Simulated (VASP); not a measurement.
# Sb (Im-3m) in VASP: further runs

Sb is run at these levels: LDA; tasks: single point.

Everything below comes from runs of VASP 6.6.1. Logs are shortened: lines on timing, memory, paths and dates and some standing lists are left out, and cuts for length are marked.

## Step 1: The cell of the first run

The structure is cubic, space group Im-3m (No. 229). The conventional cell has a = 3.605 Å, b = 3.605 Å, c = 3.605 Å, α = 90.00°, β = 90.00°, γ = 90.00°. Within 4.1 Å of Sb (site symmetry m-3m) lie 14 Sb at 3.12 to 3.61 Å.

## Step 2: Single point, LDA (volume scaled by 0.92)

Input file INCAR:

```
SYSTEM = Sb
  PREC = Accurate
  ENCUT = 520
  EDIFF = 1E-6
  ISMEAR = -1
  SIGMA = 0.08
  LREAL = .False.
  LASPH = .True.
  NELM = 80
  ALGO = Normal
  ISIF = 2
  LWAVE = .False.
  LCHARG = .True.
  GGA = CA
  LELF = .True.
  LVHAR = .True.
  NBANDS = 8
```

Input file KPOINTS:

```
regular mesh
0
Gamma
  14 14 14
  0 0 0
```

Input file POSCAR:

```
Sb
1.0
   -1.8026596591      1.8026596591      1.8026596591
    1.8026596591     -1.8026596591      1.8026596591
    1.8026596591      1.8026596591     -1.8026596591
Sb
1
Direct
    0.0000000000      0.0000000000      0.0000000000
```

Potentials or basis: VASP PAW LDA potentials, release 64 (Sb).

Started as:

```console
cat potpaw_LDA.64/Sb/POTCAR > POTCAR
mpirun -np 1 vasp_std > vasp.out
```

OUTCAR:

```text
SYSTEM = Sb
   PREC = Accurate
   ENCUT = 520
   EDIFF = 1E-6
   ISMEAR = -1
   LREAL = .False.
   LASPH = .True.
   NELM = 80
   ISIF = 2
   GGA = CA

 ion  position               nearest neighbor table
   1  0.000  0.000  0.000-

  LATTYP: Found a body centered cubic cell.
 ALAT       =     3.6053193182

  Lattice vectors:

 A1 = (  -1.8026596591,   1.8026596591,   1.8026596591)
 A2 = (   1.8026596591,  -1.8026596591,   1.8026596591)
 A3 = (   1.8026596591,   1.8026596591,  -1.8026596591)

Analysis of symmetry for initial positions (statically):
=====================================================================
 Subroutine PRICEL returns:
 Original cell was already a primitive cell.

 Routine SETGRP: Setting up the symmetry group for a
 body centered cubic supercell.

 Subroutine GETGRP returns: Found 48 space group operations
 (whereof 48 operations were pure point group operations)
 out of a pool of 48 trial point group operations.

The static configuration has the point symmetry O_h .

Analysis of symmetry for dynamics (positions and initial velocities):
=====================================================================
 Subroutine PRICEL returns:
 Original cell was already a primitive cell.

 Routine SETGRP: Setting up the symmetry group for a
 body centered cubic supercell.

 Subroutine GETGRP returns: Found 48 space group operations
 (whereof 48 operations were pure point group operations)
 out of a pool of 48 trial point group operations.

The dynamic configuration has the point symmetry O_h .

 Subroutine INISYM returns: Found 48 space group operations
 (whereof 48 operations are pure point group operations),
 and found     1 'primitive' translations

----------------------------------------------------------------------------------------

                                     Primitive cell

  volume of cell :      23.4316

  direct lattice vectors                    reciprocal lattice vectors
    -1.802659659  1.802659659  1.802659659     0.000000000  0.277367942  0.277367942
     1.802659659 -1.802659659  1.802659659     0.277367942  0.000000000  0.277367942
     1.802659659  1.802659659 -1.802659659     0.277367942  0.277367942  0.000000000

  length of vectors
     3.122298118  3.122298118  3.122298118     0.392257506  0.392257506  0.392257506

  position of ions in fractional coordinates (direct lattice)
     0.000000000  0.000000000  0.000000000

  ion indices of the primitive-cell ions
[... 63 lines left out ...]
   NGXF,Y,Z  is equivalent  to a cutoff of  25.56, 25.56, 25.56 a.u.
 SYSTEM =  Sb
   PREC   = accura    normal or accurate (medium, high low for compatibility)
   ISTART =      0    job   : 0-new  1-cont  2-samecut
   ICHARG =      2    charge: 1-file 2-atom 10-const
   ISPIN  =      1    spin polarized calculation?
   LNONCOLLINEAR =      F non collinear calculations
   LSORBIT =      F    spin-orbit coupling
   LASPH  =      T    aspherical Exc in radial PAW
   ENCUT  =  520.0 eV  38.22 Ry    6.18 a.u.   5.81  5.81  5.81*2*pi/ulx,y,z
   NELM   =     80;   NELMIN=  2; NELMDL= -5     # of ELM steps
   EDIFF  = 0.1E-05   stopping-criterion for ELM
   LREAL  =      F    real-space projection
[... 7 lines left out ...]
   TEBEG  =    0.0;   TEEND  =   0.0 temperature during run
   PSTRESS=    0.0 pullay stress
   NELECT =       5.0000    total number of electrons
   NUPDOWN=      -1.0000    fix difference up-down
   EMIN   =  10.00;   EMAX   =-10.00  energy-range for DOS
   EFERMI =   0.00;   METHOD = LEGACY
   ISMEAR =    -1;   SIGMA  =   0.08  broadening in eV -4-tet -1-fermi 0-gaus
   EFERMI_NEDOS =   21; number of points for ismear=-14 and -15
   IALGO  =     38    algorithm
   IMIX   =      4    mixing-type and parameters
     AMIX     =   0.40;   BMIX     =  1.00
     AMIX_MAG =   1.60;   BMIX_MAG =  1.00
  volume/ion in A,a.u.               =      23.43       158.12
  Fermi-wavevector in a.u.,A,eV,Ry     =   0.978283  1.848686 13.021283  0.957037
  Thomas-Fermi vector in A             =   2.109046
   LORBIT       =      0    0 simple, 1 ext, 2 COOP (PROOUT), +10 PAW based schemes
   GGA     = CA    functional components
   LHFCALC =     F    Hartree Fock is set to
   AEXX    =    0.0000 exact exchange contribution
   IVDW    =     0    specifies the selected vdW correction
   LEPSILON=     F    determine dielectric tensor
   LRPA    =     F    only Hartree local field effects (RPA)
 non-spin polarized calculation
  energy-cutoff  :      520.00
  volume of cell :       23.43
 maximum number of plane-waves:       646
   NGX = 11   NGY = 11   NGZ = 11

 number of electron       4.9999999 magnetization

 Free energy of the ion-electron system (eV)
  ---------------------------------------------------
  ext. energy  EPLUGINS =         0.00000000
  ---------------------------------------------------
  free energy    TOTEN  =        -4.58991054 eV

  energy without entropy =       -4.58032784  energy(sigma->0) =       -4.58511919

 E-fermi :  10.2857     XC(G=0): -10.9771

 val. band max:       10.2507637148   @ k =   0.2857   0.1429   0.1429
 cond. band min:      10.2939781846   @ k =  -0.2857   0.2857   0.2857
 fundamental gap:      0.0432144699
 Fermi energy:        10.2857001040

 k-point     1 :       0.0000    0.0000    0.0000
  band No.  band energies     occupation
      1      -3.7406      2.00000
      2      16.8432      0.00000
      3      16.8432      0.00000
      4      16.8432      0.00000
      5      21.0839      0.00000
      6      21.0839      0.00000
      7      21.0839      0.00000
      8      22.2552      0.00000
[... 243 lines left out ...]
 k-point    24 :       0.3571    0.2857   -0.0000
  band No.  band energies     occupation
      1       2.1138      2.00000
      2       5.3583      2.00000
      3       6.6792      2.00000
      4      12.9151      0.00000
      5      19.8808      0.00000
      6      21.4187      0.00000
      7      22.0547      0.00000
      8      25.3884      0.00000

 [... further k-points ...]
[... 5 lines left out ...]
  --------------------------------------------------------------------------------------
  -------------------------------------------------------------------------------------
  Total        1.1096000      1.1096000      1.1096000      0.0000000      0.0000000      0.0000000
  in kB       75.8710032     75.8710032     75.8710032      0.0000000      0.0000000      0.0000000
  external PRESSURE =      75.8710032 kB  Pullay stress =       0.0000000 kB

 VOLUME and BASIS-vectors are now :
 -----------------------------------------------------------------------------
  energy-cutoff  :      520.00
  volume of cell :       23.43
      direct lattice vectors                 reciprocal lattice vectors
    -1.802659659  1.802659659  1.802659659     0.000000000  0.277367942  0.277367942
     1.802659659 -1.802659659  1.802659659     0.277367942  0.000000000  0.277367942
     1.802659659  1.802659659 -1.802659659     0.277367942  0.277367942  0.000000000

 POSITION                                       TOTAL-FORCE (eV/Angst)
 -----------------------------------------------------------------------------------
      0.00000      0.00000      0.00000        -0.000000      0.000000     -0.000000
 -----------------------------------------------------------------------------------
    total drift:                                0.000000     -0.000000      0.000000

  FREE ENERGIE OF THE ION-ELECTRON SYSTEM (eV)
  ---------------------------------------------------
  free  energy   TOTEN  =        -4.5899105438 eV

  energy  without entropy=       -4.5803278380  energy(sigma->0) =       -4.58511919
```

OSZICAR:

```text
N       E                     dE             d eps       ncg     rms          rms(c)
DAV:   1     0.527388489597E+01    0.52739E+01   -0.17149E+03  1680   0.412E+02
DAV:   2    -0.449489752196E+01   -0.97688E+01   -0.94673E+01  2312   0.557E+01
DAV:   3    -0.459706311696E+01   -0.10217E+00   -0.10187E+00  1992   0.636E+00
DAV:   4    -0.459733602863E+01   -0.27291E-03   -0.27291E-03  2568   0.402E-01
DAV:   5    -0.459733644738E+01   -0.41875E-06   -0.41868E-06  2104   0.104E-02    0.237E+00
DAV:   6    -0.459270380846E+01    0.46326E-02   -0.71796E-04  2256   0.120E-01    0.139E+00
DAV:   7    -0.458991408680E+01    0.27897E-02   -0.15875E-03  1824   0.178E-01    0.377E-02
DAV:   8    -0.458991059573E+01    0.34911E-05   -0.21156E-05  2336   0.368E-02    0.868E-03
DAV:   9    -0.458991054384E+01    0.51891E-07   -0.13762E-07  1864   0.298E-03
   1 F= -.45899105E+01 E0= -.45851192E+01  d E =-.958271E-02
```

stdout:

```text
POSCAR found type information on POSCAR Sb
 POSCAR found :  1 types and       1 ions
 scaLAPACK will be used
 LDA part: xc-table for (Slater(with rela. corr.)+CA(PZ))
 , standard interpolation
 POSCAR, INCAR and KPOINTS ok, starting setup
 FFT: planning ... GRIDC
 FFT: planning ... GRID_SOFT
 FFT: planning ... GRID
 WAVECAR not read
 entering main loop
```

It took 7.2 s on 1 thread of Intel Xeon Platinum 8559C (Emerald Rapids), shared host; peak memory 0.13 GiB.

What came out:

```yaml
Free_energy: -4.5899 eV
Pressure: 7.6 GPa
```

Caveat: spin-orbit coupling is left out, which moves the levels of the heavy elements.

## Step 3: Single point, LDA (volume scaled by 0.92)

Input file INCAR:

```
SYSTEM = Sb
PREC = Accurate
ENCUT = 520
EDIFF = 1E-7
ISMEAR = -1
SIGMA = 0.08
LREAL = .FALSE.
LASPH = .TRUE.
NELM = 60
ALGO = Normal
ISIF = 2
LWAVE = .FALSE.
LCHARG = .FALSE.
NBANDS = 8
```

Input file KPOINTS:

```
regular mesh
0
G
  14 14 14
  0 0 0
```

POSCAR is that of step 2.

Potentials or basis: VASP PAW LDA potentials, release 64 (Sb).

Started as:

```console
cat potpaw_LDA.64/Sb/POTCAR > POTCAR
mpirun -np 1 vasp_std > vasp.out
```

OUTCAR:

```text
SYSTEM = Sb
   PREC = Accurate
   ENCUT = 520
   EDIFF = 1E-7
   ISMEAR = -1
   LREAL = .FALSE.
   LASPH = .TRUE.
   NELM = 60
   ISIF = 2

 ion  position               nearest neighbor table
   1  0.000  0.000  0.000-

  LATTYP: Found a body centered cubic cell.
 ALAT       =     3.6053193182

  Lattice vectors:

 A1 = (  -1.8026596591,   1.8026596591,   1.8026596591)
 A2 = (   1.8026596591,  -1.8026596591,   1.8026596591)
 A3 = (   1.8026596591,   1.8026596591,  -1.8026596591)

Analysis of symmetry for initial positions (statically):
=====================================================================
 Subroutine PRICEL returns:
 Original cell was already a primitive cell.

 Routine SETGRP: Setting up the symmetry group for a
 body centered cubic supercell.

 Subroutine GETGRP returns: Found 48 space group operations
 (whereof 48 operations were pure point group operations)
 out of a pool of 48 trial point group operations.

The static configuration has the point symmetry O_h .

Analysis of symmetry for dynamics (positions and initial velocities):
=====================================================================
 Subroutine PRICEL returns:
 Original cell was already a primitive cell.

 Routine SETGRP: Setting up the symmetry group for a
 body centered cubic supercell.

 Subroutine GETGRP returns: Found 48 space group operations
 (whereof 48 operations were pure point group operations)
 out of a pool of 48 trial point group operations.

The dynamic configuration has the point symmetry O_h .

 Subroutine INISYM returns: Found 48 space group operations
 (whereof 48 operations are pure point group operations),
 and found     1 'primitive' translations

----------------------------------------------------------------------------------------

                                     Primitive cell

  volume of cell :      23.4316

[... 100 lines left out ...]
   EFERMI =   0.00;   METHOD = LEGACY
   ISMEAR =    -1;   SIGMA  =   0.08  broadening in eV -4-tet -1-fermi 0-gaus
   EFERMI_NEDOS =   21; number of points for ismear=-14 and -15
   IALGO  =     38    algorithm
   IMIX   =      4    mixing-type and parameters
     AMIX     =   0.40;   BMIX     =  1.00
     AMIX_MAG =   1.60;   BMIX_MAG =  1.00
  volume/ion in A,a.u.               =      23.43       158.12
  Fermi-wavevector in a.u.,A,eV,Ry     =   0.978283  1.848686 13.021283  0.957037
  Thomas-Fermi vector in A             =   2.109046
   LORBIT       =      0    0 simple, 1 ext, 2 COOP (PROOUT), +10 PAW based schemes
   GGA     = CA    functional components
   LHFCALC =     F    Hartree Fock is set to
   AEXX    =    0.0000 exact exchange contribution
   IVDW    =     0    specifies the selected vdW correction
   LEPSILON=     F    determine dielectric tensor
   LRPA    =     F    only Hartree local field effects (RPA)
 non-spin polarized calculation
  energy-cutoff  :      520.00
  volume of cell :       23.43
 maximum number of plane-waves:       646
   NGX = 11   NGY = 11   NGZ = 11

 number of electron       4.9999999 magnetization

 Free energy of the ion-electron system (eV)
  ---------------------------------------------------
  ext. energy  EPLUGINS =         0.00000000
  ---------------------------------------------------
  free energy    TOTEN  =        -4.58991054 eV

  energy without entropy =       -4.58032784  energy(sigma->0) =       -4.58511919

 E-fermi :  10.2857     XC(G=0): -10.9771

 val. band max:       10.2507637148   @ k =   0.2857   0.1429   0.1429
 cond. band min:      10.2939781846   @ k =  -0.2857   0.2857   0.2857
 fundamental gap:      0.0432144699
 Fermi energy:        10.2857001039

 k-point     1 :       0.0000    0.0000    0.0000
  band No.  band energies     occupation
      1      -3.7406      2.00000
      2      16.8432      0.00000
      3      16.8432      0.00000
      4      16.8432      0.00000
      5      21.0839      0.00000
      6      21.0839      0.00000
      7      21.0839      0.00000
      8      22.2552      0.00000
[... 243 lines left out ...]
 k-point    24 :       0.3571    0.2857   -0.0000
  band No.  band energies     occupation
      1       2.1138      2.00000
      2       5.3583      2.00000
      3       6.6792      2.00000
      4      12.9151      0.00000
      5      19.8808      0.00000
      6      21.4187      0.00000
      7      22.0547      0.00000
      8      25.3884      0.00000

 [... further k-points ...]
[... 5 lines left out ...]
  --------------------------------------------------------------------------------------
  -------------------------------------------------------------------------------------
  Total        1.1096050      1.1096050      1.1096050      0.0000000     -0.0000000      0.0000000
  in kB       75.8713449     75.8713449     75.8713449      0.0000000     -0.0000000      0.0000000
  external PRESSURE =      75.8713449 kB  Pullay stress =       0.0000000 kB

 VOLUME and BASIS-vectors are now :
 -----------------------------------------------------------------------------
  energy-cutoff  :      520.00
  volume of cell :       23.43
      direct lattice vectors                 reciprocal lattice vectors
    -1.802659659  1.802659659  1.802659659     0.000000000  0.277367942  0.277367942
     1.802659659 -1.802659659  1.802659659     0.277367942  0.000000000  0.277367942
     1.802659659  1.802659659 -1.802659659     0.277367942  0.277367942  0.000000000

 POSITION                                       TOTAL-FORCE (eV/Angst)
 -----------------------------------------------------------------------------------
      0.00000      0.00000      0.00000        -0.000000      0.000000      0.000000
 -----------------------------------------------------------------------------------
    total drift:                                0.000000     -0.000000     -0.000000

  FREE ENERGIE OF THE ION-ELECTRON SYSTEM (eV)
  ---------------------------------------------------
  free  energy   TOTEN  =        -4.5899105442 eV

  energy  without entropy=       -4.5803278384  energy(sigma->0) =       -4.58511919
```

Run time: 6.9 s. Hardware: 1 thread of Intel Xeon Platinum 8559C (Emerald Rapids), shared host; peak memory 0.13 GiB.

Results:

```
Free energy : -4.5899 eV
Pressure    : 7.6 GPa
```

Caveat: spin-orbit coupling is left out, which moves the levels of the heavy elements.
